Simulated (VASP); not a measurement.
Input of a VASP 6.6.1 run:

INCAR

```
SYSTEM = Y
PREC = Accurate ; ENCUT = 520
EDIFF = 1E-6 ; ISMEAR = -1
SIGMA = 0.1 ; LREAL = .FALSE.
LASPH = .TRUE. ; NELM = 60
ALGO = Normal ; ISIF = 2
LWAVE = .FALSE. ; LCHARG = .FALSE.
GGA = RE ; NBANDS = 12
```

File KPOINTS:

```
regular mesh
0
G
  18 18 18
  0 0 0
```

The input POSCAR:

```
Y
1.0
   -2.0426592587      2.0426592587      2.0426592587
    2.0426592587     -2.0426592587      2.0426592587
    2.0426592587      2.0426592587     -2.0426592587
Y
1
Direct
    0.0000000000      0.0000000000      0.0000000000
```

Potentials or basis: VASP PAW PBE potentials, release 64 (Y_sv).

The run is started by

```bash
$ cat potpaw_PBE.64/Y_sv/POTCAR > POTCAR
$ mpirun -np 1 vasp_std > vasp.out
```

**Question.** What does it give for the pressure?

**Answer.** -0.1 GPa.

**Question.** Estimate the band gap on the k mesh.

**Answer.** Zero (an odd number of electrons rules out a gap without spin polarisation).

Caveat: the PAW data sets were made with another functional, which shifts forces and pressure a little.
